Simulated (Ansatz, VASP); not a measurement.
**One calculation of Hg, two programs**

```
CELL_PARAMETERS angstrom
1.66080 0.95886 2.05528
-1.66080 0.95886 2.05528
0.00000 -1.91773 2.05528
ATOMIC_POSITIONS crystal
Hg 0.00000 0.00000 0.00000
```

Change from the starting cell: strain -0.040 along x and y, -0.080 along z, atoms carried along.

Alike in both runs: task single point; functional PBE; k mesh 18 × 18 × 18; occupations gaussian, width 0.15 eV; no spin polarisation.

|  | VASP | Ansatz |
| --- | --- | --- |
| version | VASP 6.6.1 | Ansatz 0.2.0 |
| potentials or method | VASP PAW PBE potentials, release 64 (Hg), cutoff 520 eV | scalar-relativistic, plane waves, PAW |
| valence electrons in the cell | 12 | 20 |

|  | VASP | Ansatz | Ansatz less VASP |
| --- | --- | --- | --- |
| gap on the k mesh at the Fermi level (eV) | none | none | - |
| pressure (GPa) | 24.9 | 23.8 | -1.15 |
| traceless stress, the component that is largest in VASP (GPa) | 5.70 | 5.28 | -0.422 |

A gap of «none» marks a metal or a gap that the smearing closes. VASP's potentials hold 12 valence electrons a cell and Ansatz's 20, so a difference there can come from the potentials and not from the codes.

Neither program's run includes spin-orbit coupling.
